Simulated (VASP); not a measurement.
Here is a VASP 6.6.1 calculation.

Contents of INCAR:

```
ALGO = Normal
EDIFF = 1E-6
ENCUT = 520
GGA = PE
ISIF = 2
ISMEAR = 0
ISPIN = 2
LASPH = T
LCHARG = F
LMAXMIX = 4
LORBIT = 11
LREAL = Auto
LWAVE = F
MAGMOM = 0 0 3 1 0 0 0 0 0 0 0 0 0 0 0 0
NBANDS = 64
NELM = 150
PREC = Accurate
SIGMA = 0.1
```

Contents of KPOINTS:

```
k-points
0
Gamma
  4 4 4
```

The input POSCAR:

```
Na2CrCuC6N6
1.0
    0.0000000000      5.1155000000      5.1155000000
    5.1155000000      0.0000000000      5.1155000000
    5.1155000000      5.1155000000      0.0000000000
Na Cr Cu C N
2 1 1 6 6
Direct
    0.2500000000      0.2500000000      0.2500000000
    0.7500000000      0.7500000000      0.7500000000
    0.0000000000      0.0000000000      0.0000000000
    0.5000000000      0.5000000000      0.5000000000
    0.8105757000      0.1894243000      0.1894243000
    0.1894243000      0.8105757000      0.1894243000
    0.1894243000      0.1894243000      0.8105757000
    0.1894243000      0.8105757000      0.8105757000
    0.8105757000      0.1894243000      0.8105757000
    0.8105757000      0.8105757000      0.1894243000
    0.6962173800      0.3037826200      0.3037826200
    0.3037826200      0.6962173800      0.3037826200
    0.3037826200      0.3037826200      0.6962173800
    0.3037826200      0.6962173800      0.6962173800
    0.6962173800      0.3037826200      0.6962173800
    0.6962173800      0.6962173800      0.3037826200
```

Potentials or basis: VASP PAW PBE potentials, release 64 (Na_pv, Cr_pv, Cu, C, N).

Command:

```console
$ cat potpaw_PBE.64/Na_pv/POTCAR potpaw_PBE.64/Cr_pv/POTCAR potpaw_PBE.64/Cu/POTCAR potpaw_PBE.64/C/POTCAR potpaw_PBE.64/N/POTCAR > POTCAR
$ mpirun -np 1 vasp_std > vasp.out
```

(1) What does it give for the site moments?

(2) What does it give for the largest force?

(3) What does it give for the net moment?

## Answers

(1) Na -0.00; Cr +1.78; Cu +0.57; C -0.03; N +0.10 μB.

(2) 0.397 eV/Å.

(3) 3.00 μB per cell.
